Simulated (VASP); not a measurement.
# B5P (I4mm) in VASP: relaxation of cell and atoms with PBE

Aim: the relaxation of cell and atoms of B5P with PBE.

Everything below comes from runs of VASP 6.6.1. Logs are shortened: lines on timing, memory, paths and dates and some standing lists are left out, and cuts for length are marked.

## (1) The cell of the first run

The structure is tetragonal, space group I4mm (No. 107). Conventional cell: a = 4.425 Å, b = 4.425 Å, c = 5.876 Å, α = 90.00°, β = 90.00°, γ = 90.00°. Within 2.1 Å of B (site symmetry m) lie 4 B at 1.54 to 2.04 Å and 1 P at 1.84 Å. B (site symmetry 4mm) has 4 B at 1.84 Å and 1 P at 2.30 Å within 2.4 Å. P (site symmetry 4mm) has 5 B at 1.84 to 2.30 Å within 2.4 Å.

The cell was built from a structure type or drawn by symmetry, and may not be a known phase.

## (2) Relaxation of cell and atoms, PBE

The input, INCAR:

```
ALGO = Normal
EDIFF = 1E-7
EDIFFG = -0.08
ENCUT = 500
GGA = PE
GGA_COMPAT = F
IBRION = 2
ISIF = 3
ISMEAR = 0
LASPH = T
LCHARG = F
LREAL = F
LWAVE = F
NELM = 120
NELMIN = 4
NSW = 36
PREC = Accurate
SIGMA = 0.2
```

The input, KPOINTS:

```
k-points
0
Gamma
  5 5 5
```

The input, POSCAR:

```
B5P
1.0
   -2.2125455300      2.2125455300      2.9381761300
    2.2125455300     -2.2125455300      2.9381761300
    2.2125455300      2.2125455300     -2.9381761300
B P
5 1
Direct
    0.0053133800      0.3309678800      0.3256545000
    0.0053133800      0.6796588700      0.6743455000
    0.3309678800      0.0053133800      0.3256545000
    0.6796588700      0.0053133800      0.6743455000
    0.2010337800      0.2010337800      0.0000000000
    0.8095501200      0.8095501200      0.0000000000
```

Potentials or basis: VASP PAW PBE potentials, release 64 (B, P).

Launch:

```bash
$ cat potpaw_PBE.64/B/POTCAR potpaw_PBE.64/P/POTCAR > POTCAR
$ mpirun -np 1 vasp_std > vasp.out
```

OUTCAR:

```text
EDIFF = 1E-7
   EDIFFG = -0.08
   ENCUT = 500
   GGA = PE
   IBRION = 2
   ISIF = 3
   ISMEAR = 0
   LASPH = T
   LREAL = F
   NELM = 120
   NELMIN = 4
   NSW = 36
   PREC = Accurate

 ion  position               nearest neighbor table
   1  0.005  0.331  0.326-   2 1.54   5 1.84   6 1.84   4 2.04   3 2.04
   2  0.005  0.680  0.674-   1 1.54   5 1.84   6 1.84   3 2.04   4 2.04
   3  0.331  0.005  0.326-   4 1.54   5 1.84   6 1.84   2 2.04   1 2.04
   4  0.680  0.005  0.674-   3 1.54   5 1.84   6 1.84   1 2.04   2 2.04
   5  0.201  0.201  0.000-   1 1.84   3 1.84   2 1.84   4 1.84   6 2.30
   6  0.810  0.810  0.000-   2 1.84   4 1.84   3 1.84   1 1.84   5 2.30

  LATTYP: Found a body centered tetragonal cell.
 ALAT       =     4.4250910600
 C/A-ratio  =     1.3279618838

  Lattice vectors:

 A1 = (  -2.2125455300,   2.2125455300,   2.9381761300)
 A2 = (   2.2125455300,  -2.2125455300,   2.9381761300)
 A3 = (   2.2125455300,   2.2125455300,  -2.9381761300)

Analysis of symmetry for initial positions (statically):
=====================================================================
 Subroutine PRICEL returns:
 Original cell was already a primitive cell.

 Routine SETGRP: Setting up the symmetry group for a
 body centered tetragonal supercell.

 Subroutine GETGRP returns: Found  8 space group operations
 (whereof  8 operations were pure point group operations)
 out of a pool of 16 trial point group operations.

The static configuration has the point symmetry C_4v.

Analysis of symmetry for dynamics (positions and initial velocities):
=====================================================================
 Subroutine PRICEL returns:
 Original cell was already a primitive cell.

 Routine SETGRP: Setting up the symmetry group for a
 body centered tetragonal supercell.

 Subroutine GETGRP returns: Found  8 space group operations
 (whereof  8 operations were pure point group operations)
 out of a pool of 16 trial point group operations.

The dynamic configuration has the point symmetry C_4v.

 Subroutine INISYM returns: Found  8 space group operations
 (whereof  8 operations are pure point group operations),
 and found     1 'primitive' translations

----------------------------------------------------------------------------------------

                                     Primitive cell

  volume of cell :      57.5337

  direct lattice vectors                    reciprocal lattice vectors
    -2.212545530  2.212545530  2.938176130     0.000000000  0.225984050  0.170173597
     2.212545530 -2.212545530  2.938176130     0.225984050  0.000000000  0.170173597
     2.212545530  2.212545530 -2.938176130     0.225984050  0.225984050  0.000000000

  length of vectors
     4.292271475  4.292271475  4.292271475     0.282891930  0.282891930  0.319589709

  position of ions in fractional coordinates (direct lattice)
     0.005313380  0.330967880  0.325654500
     0.005313380  0.679658870  0.674345500
     0.330967880  0.005313380  0.325654500
     0.679658870  0.005313380  0.674345500
     0.201033780  0.201033780  0.000000000
     0.809550120  0.809550120  0.000000000

  ion indices of the primitive-cell ions
   primitive index   ion index
                 1           1
                 2           2
                 3           3
                 4           4
                 5           5
                 6           6

----------------------------------------------------------------------------------------

 KPOINTS: k-points

Automatic generation of k-mesh.
 Grid dimensions read from file:
 generate k-points for:    5    5    5

 Generating k-lattice:

  Cartesian coordinates                     Fractional coordinates (reciprocal lattice)
     0.000000000  0.045196810  0.034034719     0.200000000  0.000000000  0.000000000
     0.045196810  0.000000000  0.034034719     0.000000000  0.200000000  0.000000000
     0.045196810  0.045196810  0.000000000     0.000000000  0.000000000  0.200000000

  Length of vectors
     0.056578386  0.056578386  0.063917942

  Shift w.r.t. Gamma in fractional coordinates (k-lattice)
     0.000000000  0.000000000  0.000000000

 Subroutine IBZKPT returns following result:
 ===========================================

 Found     18 irreducible k-points:

 Following reciprocal coordinates:
            Coordinates               Weight
  0.000000  0.000000  0.000000      1.000000
  0.200000 -0.000000  0.000000      8.000000
  0.400000 -0.000000  0.000000      8.000000
  0.200000  0.200000  0.000000      8.000000
  0.400000  0.200000  0.000000     16.000000
 -0.400000  0.200000  0.000000     16.000000
[... 10 lines left out ...]
 -0.400000  0.400000  0.400000      4.000000
 -0.400000 -0.400000  0.400000      2.000000
   k-points           NKPTS =     18   k-points in BZ     NKDIM =     18   number of bands    NBANDS=     14
   number of dos      NEDOS =    301   number of ions     NIONS =      6
   total plane-waves  NPLWV =  32768
   dimension x,y,z NGX =    32 NGY =   32 NGZ =   32
   dimension x,y,z NGXF=    64 NGYF=   64 NGZF=   64
   ions per type =               5   1
   NGX,Y,Z   is equivalent  to a cutoff of  12.39, 12.39, 12.39 a.u.
   NGXF,Y,Z  is equivalent  to a cutoff of  24.79, 24.79, 24.79 a.u.
 SYSTEM =  unknown system
   PREC   = accura    normal or accurate (medium, high low for compatibility)
   ISTART =      0    job   : 0-new  1-cont  2-samecut
   ICHARG =      2    charge: 1-file 2-atom 10-const
   ISPIN  =      1    spin polarized calculation?
   LNONCOLLINEAR =      F non collinear calculations
   LSORBIT =      F    spin-orbit coupling
   LASPH  =      T    aspherical Exc in radial PAW
   ENCUT  =  500.0 eV  36.75 Ry    6.06 a.u.   7.83  7.83  7.83*2*pi/ulx,y,z
   NELM   =    120;   NELMIN=  4; NELMDL= -5     # of ELM steps
   EDIFF  = 0.1E-06   stopping-criterion for ELM
   LREAL  =      F    real-space projection
   EDIFFG = -.8E-01   stopping-criterion for IOM
   NSW    =     36    number of steps for IOM
   IBRION =      2    ionic relax: 0-MD 1-quasi-New 2-CG
   NFREE  =      1    steps in history (QN), initial steepest desc. (CG)
   ISIF   =      3    stress and relaxation
   ISYM   =      2    0-nonsym 1-usesym 2-fastsym
   POTIM  = 0.5000    time-step for ionic-motion
   TEBEG  =    0.0;   TEEND  =   0.0 temperature during run
   PSTRESS=    0.0 pullay stress
   NELECT =      20.0000    total number of electrons
   NUPDOWN=      -1.0000    fix difference up-down
   EMIN   =  10.00;   EMAX   =-10.00  energy-range for DOS
   EFERMI =   0.00;   METHOD = LEGACY
   ISMEAR =     0;   SIGMA  =   0.20  broadening in eV -4-tet -1-fermi 0-gaus
   EFERMI_NEDOS =   21; number of points for ismear=-14 and -15
   IALGO  =     38    algorithm
   IMIX   =      4    mixing-type and parameters
     AMIX     =   0.40;   BMIX     =  1.00
     AMIX_MAG =   1.60;   BMIX_MAG =  1.00
  volume/ion in A,a.u.               =       9.59        64.71
  Fermi-wavevector in a.u.,A,eV,Ry     =   1.151094  2.175252 18.027952  1.325017
  Thomas-Fermi vector in A             =   2.287754
   LORBIT       =      0    0 simple, 1 ext, 2 COOP (PROOUT), +10 PAW based schemes
   GGA     = PE    functional components
   LHFCALC =     F    Hartree Fock is set to
   AEXX    =    0.0000 exact exchange contribution
   IVDW    =     0    specifies the selected vdW correction
   LEPSILON=     F    determine dielectric tensor
   LRPA    =     F    only Hartree local field effects (RPA)
 conjugate gradient relaxation of ions
 non-spin polarized calculation
 Gauss-broadening in eV      SIGMA  =   0.20
  energy-cutoff  :      500.00
  volume of cell :       57.53
 maximum number of plane-waves:      1482
   NGX = 15   NGY = 15   NGZ = 15

--------------------------------------- Ionic step        1  -------------------------------------------

 number of electron      20.0000000 magnetization

 Free energy of the ion-electron system (eV)
  ---------------------------------------------------
  ext. energy  EPLUGINS =         0.00000000
  ---------------------------------------------------
  free energy    TOTEN  =       -33.08582344 eV

  energy without entropy =      -33.06302277  energy(sigma->0) =      -33.07442310

------------------------ aborting loop because EDIFF is reached ----------------------------------------

  FORCE on cell =-STRESS in cart. coord.  units (eV):
  Direction    XX          YY          ZZ          XY          YZ          ZX
  --------------------------------------------------------------------------------------
  -------------------------------------------------------------------------------------
  Total        1.7764338      1.7764338     10.9275743      0.0000000     -0.0000000      0.0000000
  in kB       49.4694804     49.4694804    304.3071099      0.0000000     -0.0000000      0.0000000
  external PRESSURE =     134.4153569 kB  Pullay stress =       0.0000000 kB
[... 716 lines left out ...]
 k-point    18 :      -0.4000   -0.4000    0.4000
  band No.  band energies     occupation
      1     -12.4508      2.00000
      2      -6.5921      2.00000
      3      -4.3478      2.00000
      4      -4.3478      2.00000
      5      -3.1541      2.00000
      6      -2.3623      2.00000
      7       0.8718      2.00000
      8       1.4740      2.00000
      9       1.4740      2.00000
     10       3.3653      1.96718
     11       4.4643      0.00000
     12       5.1188      0.00000
     13       6.7096      0.00000
     14       6.7096      0.00000

[... ionic steps 4 to 14 ...]

--------------------------------------- Ionic step       15  -------------------------------------------

 number of electron      20.0000001 magnetization

------------------------ aborting loop because EDIFF is reached ----------------------------------------

  FORCE on cell =-STRESS in cart. coord.  units (eV):
  Direction    XX          YY          ZZ          XY          YZ          ZX
  --------------------------------------------------------------------------------------
  -------------------------------------------------------------------------------------
  Total       -0.0217008     -0.0217008     -0.3411302      0.0000000      0.0000000      0.0000000
  in kB       -0.4393646     -0.4393646     -6.9066929      0.0000000      0.0000000      0.0000000
  external PRESSURE =      -2.5951407 kB  Pullay stress =       0.0000000 kB
[... 65 lines left out ...]
  energy  without entropy=      -36.4549761323  energy(sigma->0) =      -36.45499955

--------------------------------------- Ionic step       17  -------------------------------------------

 number of electron      20.0000002 magnetization

 Free energy of the ion-electron system (eV)
  ---------------------------------------------------
  ext. energy  EPLUGINS =         0.00000000
  ---------------------------------------------------
  free energy    TOTEN  =       -36.45723890 eV

  energy without entropy =      -36.45721888  energy(sigma->0) =      -36.45722889

 E-fermi :   3.2893     XC(G=0):  -9.0715

 val. band max:        2.8255704982   @ k =  -0.4000  -0.4000   0.4000
 cond. band min:       3.7389800897   @ k =   0.0000   0.0000   0.0000
 fundamental gap:      0.9134095915
 Fermi energy:         3.2892809471

 k-point     1 :       0.0000    0.0000    0.0000
  band No.  band energies     occupation
      1     -12.7449      2.00000
      2      -5.8645      2.00000
      3      -4.4354      2.00000
      4      -4.4354      2.00000
      5      -3.8697      2.00000
      6      -2.4503      2.00000
      7      -1.2580      2.00000
      8       0.1180      2.00000
      9       0.1180      2.00000
     10       2.7040      1.99997
     11       3.7390      0.00147
     12       3.8540      0.00007
[... 322 lines left out ...]
  FREE ENERGIE OF THE ION-ELECTRON SYSTEM (eV)
  ---------------------------------------------------
  free  energy   TOTEN  =       -36.4572388956 eV

  energy  without entropy=      -36.4572188791  energy(sigma->0) =      -36.45722889

 reached required accuracy - stopping structural energy minimisation
```

It took 2.3 min on 1 thread of Intel Xeon Platinum 8488C (Sapphire Rapids), shared host; peak memory 0.17 GiB.

What came out:

| Item | Value |
| --- | --- |
| Free energy | -36.4572 eV |
| Relaxed volume | 13.19 Å³/atom |
| Relaxed cell | a = 5.212 Å, b = 5.212 Å, c = 5.212 Å, α = 130.89°, β = 130.89°, γ = 71.98° |
| Space group after relaxing (to 0.1 Å) | I4mm (No. 107) |
| Energy gained by relaxing | 561.9 meV/atom |
| Ionic steps | 17 |
| Pressure after relaxing | 0.3 GPa |
| Largest force after relaxing | 0.052 eV/Å |
| Band gap on the k mesh | 0.91 eV (least direct gap 1.03 eV) |

Forces on the atoms (eV/Å):
```
B    0.022  0.000 -0.020
B   -0.022  0.000 -0.020
B    0.000  0.022 -0.020
B    0.000 -0.022 -0.020
B    0.000  0.000  0.029
P    0.000  0.000  0.052
```

The path:
| step | energy change (eV) | largest force (eV/Å) | pressure (GPa) | volume (Å³) |
| --- | --- | --- | --- | --- |
| 1 | 0.0000 | 5.8278 | 13.44 | 57.53 |
| 2 | -1.4017 | 4.0167 | -4.49 | 64.39 |
| 3 | -2.0805 | 1.6903 | -3.82 | 61.85 |
| 4 | -2.0817 | 1.7456 | -3.68 | 61.76 |
| 5 | -2.3815 | 1.4431 | 5.98 | 60.31 |
| 6 | -2.3858 | 1.4910 | 7.59 | 60.09 |
| 7 | -2.6052 | 1.6078 | 7.30 | 61.04 |
| 8 | -2.7026 | 1.6776 | 8.32 | 62.40 |
| 9 | -2.8586 | 1.5513 | 7.10 | 64.21 |
| 10 | -3.1625 | 1.2349 | 5.17 | 69.68 |
| 11 | -2.9461 | 4.8293 | 7.16 | 80.78 |
| 12 | -3.1940 | 2.1053 | 6.46 | 73.82 |
| 13 | -3.3530 | 0.4927 | 1.13 | 77.90 |
| 14 | -3.3582 | 0.4735 | 0.10 | 78.84 |
| 15 | -3.3685 | 0.3429 | -0.26 | 79.13 |
| 16 | -3.3692 | 0.3010 | -0.37 | 79.23 |
| 17 | -3.3714 | 0.0524 | 0.27 | 79.14 |

Final structure:
```yaml
crystal:
  lattice:
    - [-2.16600, 2.16600, 4.21738]
    - [2.16600, -2.16600, 4.21738]
    - [2.16600, 2.16600, -4.21738]
  atoms:
    - { symbol: B, position: [0.01578, 0.32447, 0.30869] }
    - { symbol: B, position: [0.01578, 0.70709, 0.69131] }
    - { symbol: B, position: [0.32447, 0.01578, 0.30869] }
    - { symbol: B, position: [0.70709, 0.01578, 0.69131] }
    - { symbol: B, position: [0.12666, 0.12666, 0.00000] }
    - { symbol: P, position: [0.84205, 0.84205, 0.00000] }
```

Caveat: the volume moved by over 15 % at a fixed basis, so the end points are rough; an odd mesh through Γ misses points on the zone boundary, where band edges can lie; the relaxation stopped at a loose force limit of 0.08 eV/Å, so its end isn't a converged minimum.
